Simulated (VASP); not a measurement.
ZnPb6F, 8 atoms in the cell. The structure is cubic, space group Fm-3m (No. 225). Conventional cell: a = 10.750 Å, b = 10.750 Å, c = 10.750 Å, α = 90.00°, β = 90.00°, γ = 90.00°. Zn (site symmetry m-3m) has 6 Pb at 2.75 Å within 3.6 Å. Pb (site symmetry 4mm) has 1 F at 2.63 Å and 1 Zn at 2.75 Å within 3.5 Å. Within 3.5 Å of F (site symmetry m-3m) lie 6 Pb at 2.63 Å. The cell was built from a structure type or drawn by symmetry, and may not be a known phase.

| Item | Value |
| --- | --- |
| Program | VASP 6.6.1 |
| Task | single point |
| Functional | PBE |
| Potentials or basis | VASP PAW PBE potentials, release 64 (Zn, Pb_d, F) |
| Cutoff | 520 eV |
| k mesh | 4 × 4 × 4 |
| Occupations | gaussian, width 0.1 eV |
| Spin | no spin polarisation |
| Dipole correction | no |
| Further INCAR settings | ALGO = Normal; EDIFF = 1e-06; NBANDS = 62 |

Potentials or basis: VASP PAW PBE potentials, release 64 (Zn, Pb_d, F).

Launch:

```sh
$ cat potpaw_PBE.64/Zn/POTCAR potpaw_PBE.64/Pb_d/POTCAR potpaw_PBE.64/F/POTCAR > POTCAR
$ mpirun -np 1 vasp_std > vasp.out
```

Hardware: 1 thread of Intel(R) Xeon(R) 6975P-C (Granite Rapids) (shared host).

How long does it take, and how much memory?

It took 3 min on 1 thread of Intel(R) Xeon(R) 6975P-C (Granite Rapids), with other jobs on the host, peak memory 0.57 GiB. Counts: scf iterations 19, k points 8.
